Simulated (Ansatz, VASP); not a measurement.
## CaO in VASP and in Ansatz

```
Ca O
1.0
     0.00000    2.41684    2.41684
     2.41684    0.00000    2.41684
     2.41684    2.41684    0.00000
Ca O
1 1
Direct
  0.50000 0.50000 0.50000
  0.00000 0.00000 0.00000
```

Change from the starting cell: species swapped into the HfCd type (P4/nmm, No. 129).

Alike in both runs: functional PBE; k mesh 6 × 6 × 6; occupations gaussian, width 0.1 eV; no spin polarisation.

Ansatz relaxed the structure, and its values are those at the end. VASP's run is a single point on that final structure, the one shown.

|  | VASP | Ansatz |
| --- | --- | --- |
| version | VASP 6.6.1 | Ansatz 0.2.0 |
| potentials or method | VASP PAW PBE potentials, release 64 (Ca_sv, O), cutoff 600 eV | scalar-relativistic, plane waves, PAW |
| valence electrons in the cell | 16 | 16 |

```csv
,VASP,Ansatz,Ansatz less VASP
gap on the k mesh at the Fermi level (eV),3.64,3.66,+0.018
least direct gap on the mesh (eV),4.02,4.03,+0.017
pressure (GPa),0.2,-0.2,-0.42
```
